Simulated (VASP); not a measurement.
Mo2F3:

```
CELL_PARAMETERS angstrom
2.67082 0.00000 0.00000
-0.56945 5.50185 0.00000
-0.09681 -0.47482 10.28283
ATOMIC_POSITIONS crystal
Mo 0.47056 0.60648 0.19894
Mo 0.65023 0.23315 0.20169
Mo 0.64524 0.13477 0.80783
Mo 0.42833 0.62570 0.80642
F 0.07731 0.93017 0.27988
F 0.56929 0.44271 0.37948
F 0.53110 0.86810 0.65993
F 0.53428 0.36379 0.65777
F 0.42154 0.67362 0.00264
F 0.67212 0.12152 0.00541
```

- Program: VASP 6.6.1
- Task: relaxation of cell and atoms
- Functional: PBE
- Potentials or basis: VASP PAW PBE potentials, release 64 (Mo_sv, F)
- Cutoff: 600 eV
- k mesh: 6 × 4 × 2
- Occupations: gaussian, width 0.1 eV
- Spin: no spin polarisation

At the start: pressure 0.3 GPa; volume 15.11 Å³/atom.

Where does the relaxation end?

Over 25 steps the energy falls by 22.0 meV/atom and the volume is 15.01 Å³/atom (-0.7 %); space group P1 (No. 1, to 0.1 Å) before and after.

The path:
| step | energy change (eV) | largest force (eV/Å) | pressure (GPa) | volume (Å³) |
| --- | --- | --- | --- | --- |
| 1 | 0.0000 | 0.9136 | 0.31 | 151.10 |
| 2 | -0.0611 | 1.3013 | -2.96 | 151.71 |
| 3 | -0.0726 | 0.8134 | -2.14 | 151.54 |
| 4 | -0.1423 | 0.6498 | -0.61 | 149.23 |
| 5 | -0.1474 | 0.6267 | -0.04 | 148.48 |
| 6 | -0.1643 | 0.3152 | 1.00 | 148.35 |
| 7 | -0.1645 | 0.2236 | 0.88 | 148.36 |
| 8 | -0.1747 | 0.1728 | 0.07 | 149.39 |
| 9 | -0.1759 | 0.2131 | -0.35 | 149.92 |
| 10 | -0.1823 | 0.2140 | -0.37 | 149.95 |
| 11 | -0.1924 | 0.2110 | -0.42 | 150.04 |
| 12 | -0.1986 | 0.1518 | 0.16 | 149.48 |
| 13 | -0.1999 | 0.1526 | 0.61 | 149.07 |
| 14 | -0.2040 | 0.1352 | 0.57 | 149.13 |
| 15 | -0.2109 | 0.1982 | 0.42 | 149.31 |
| 16 | -0.2113 | 0.2343 | 0.37 | 149.37 |
| 17 | -0.2154 | 0.1284 | 0.05 | 149.92 |
| 18 | -0.2156 | 0.1572 | -0.03 | 150.05 |
| 19 | -0.2176 | 0.0678 | -0.22 | 150.29 |
| 20 | -0.2177 | 0.0837 | -0.25 | 150.33 |
| 21 | -0.2188 | 0.0525 | 0.04 | 150.09 |
| 22 | -0.2188 | 0.0541 | 0.11 | 150.03 |
| 23 | -0.2193 | 0.0430 | -0.01 | 150.10 |
| 24 | -0.2193 | 0.0498 | -0.03 | 150.11 |
| 25 | -0.2197 | 0.0371 | 0.01 | 150.11 |

Final structure:
```
Mo F
1.0
     2.56452   -0.03198   -0.00118
    -0.61462    5.73859   -0.03482
    -0.09175   -0.55921   10.21686
Mo F
4 6
Direct
  0.49755 0.60905 0.20302
  0.62665 0.23482 0.20397
  0.60898 0.12716 0.80773
  0.46617 0.63175 0.80648
  0.06591 0.92838 0.26588
  0.57456 0.44350 0.38240
  0.52924 0.86494 0.65751
  0.53101 0.36154 0.65953
  0.46776 0.68159 0.00605
  0.63217 0.11728 0.00743
```

Caveat: the k points lie up to 0.41 Å⁻¹ apart in the final cell, too coarse for converged energies and pressures of a metal.
